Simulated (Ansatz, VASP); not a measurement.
ZnO: VASP beside Ansatz

```
Zn O
1.0
     3.28261    0.00000    0.00000
    -1.64130    2.81453    0.00000
     0.00000    0.00000    6.16885
Zn O
2 2
Direct
  0.00000 0.00000 0.75000
  0.00000 0.00000 0.25000
  0.33333 0.66667 0.25000
  0.66667 0.33333 0.75000
```

Change from the starting cell: strain +0.0050 x Voigt [1, -1, 0, 0, 0, 0], atoms carried along.

Alike in both runs: task single point; functional PBE; dispersion D3(BJ); k mesh 12 × 12 × 6; occupations gaussian, width 0.05 eV; no spin polarisation.

|  | VASP | Ansatz |
| --- | --- | --- |
| version | VASP 6.6.1 | Ansatz 0.2.0 |
| potentials or method | VASP PAW PBE potentials, release 64 (Zn, O), cutoff 520 eV | scalar-relativistic, plane waves, PAW |
| valence electrons in the cell | 36 | 36 |

Ansatz gave:

| Quantity | Value |
| --- | --- |
| gap on the k mesh at the Fermi level (eV) | 0.68 |
| least direct gap on the mesh (eV) | 0.68 |
| pressure (GPa) | 0.0 |
| traceless stress, the component that is largest in VASP (GPa) | 1.23 |
| rms of the force components (eV/Å) | 0.076 |

**Question.** Estimate VASP's values.

**Answer.** gap on the k mesh at the Fermi level (eV): 0.69; least direct gap on the mesh (eV): 0.69; pressure (GPa): 1.0; traceless stress, the component that is largest in VASP (GPa): 1.78; rms of the force components (eV/Å): 0.080.

Atom by atom the forces differ by 0.005 eV/Å (rms over components).
